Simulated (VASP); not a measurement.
A run of VASP 6.6.1 is set up as follows.

INCAR

```
SYSTEM = WSe2
ALGO     = Normal         ! electronic algorithm
EDIFF    = 1E-7           ! SCF threshold, eV
ENCUT    = 520            ! plane-wave cutoff, eV
GGA      = PE             ! functional
ISIF     = 2              ! what is computed and relaxed
ISMEAR   = 0              ! smearing method
ISPIN    = 2              ! spin polarisation
LASPH    = .TRUE.         ! aspherical terms in the spheres
LCHARG   = .FALSE.        ! write CHGCAR
LMAXMIX  = 4              ! l up to which the mixer works
LORBIT   = 11             ! projections on sites
LREAL    = .FALSE.        ! projectors in reciprocal space
LWAVE    = .FALSE.        ! write WAVECAR
MAGMOM   = 0.93 -0.07 0.02 ! initial moments
NBANDS   = 24             ! bands
NELM     = 150            ! most SCF steps
PREC     = Accurate       ! precision mode
SIGMA    = 0.1            ! smearing width, eV
```

File KPOINTS:

```
k-points
0
G
  4 4 4
  0 0 0
```

POSCAR

```
WSe2
1.0
    0.0000000000      3.1032878208      3.1032878208
    3.1032878208      0.0000000000      3.1032878208
    3.1032878208      3.1032878208      0.0000000000
W Se
1 2
Direct
    0.5000000000      0.5000000000      0.5000000000
    0.2500000000      0.2500000000      0.2500000000
    0.0000000000      0.0000000000      0.0000000000
```

Potentials or basis: VASP PAW PBE potentials, release 64 (W_sv, Se).

Command:

```sh
$ cat potpaw_PBE.64/W_sv/POTCAR potpaw_PBE.64/Se/POTCAR > POTCAR
$ mpirun -np 1 vasp_std > vasp.out
```

Problem. What does it give for the site moments?

Solution. W +0.96; Se -0.07, +0.01 μB.

Problem. Predict the net moment.

Solution. 1.19 μB per cell.

Problem. Estimate the pressure.

Solution. 0.2 GPa.

Caveat: the k points lie up to 0.44 Å⁻¹ apart.
